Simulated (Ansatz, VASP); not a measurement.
# One calculation of Pb, two programs

```
Pb
1.0
     0.00000    2.60729    2.21619
     2.60729    0.00000    2.21619
     2.60729    2.60729    0.00000
Pb
1
Direct
  0.00000 0.00000 0.00000
```

Alike in both runs: task single point; functional PBE; k mesh 18 × 18 × 18; occupations gaussian, width 0.15 eV; no spin polarisation.

|  | VASP | Ansatz |
| --- | --- | --- |
| version | VASP 6.6.1 | Ansatz 0.2.0 |
| potentials or method | VASP PAW PBE potentials, release 64 (Pb_d), cutoff 520 eV | scalar-relativistic, plane waves, PAW |
| valence electrons in the cell | 14 | 14 |

```csv
,VASP,Ansatz,Ansatz less VASP
gap on the k mesh at the Fermi level (eV),none,none,-
pressure (GPa),2.7,2.8,+0.04
"traceless stress, the component that is largest in VASP (GPa)",0.90,0.90,-0.003
```

A gap of «none» marks a metal or a gap that the smearing closes. With one functional, cell and mesh, what is left measures potentials, basis and numerics.

Neither program's run includes spin-orbit coupling.
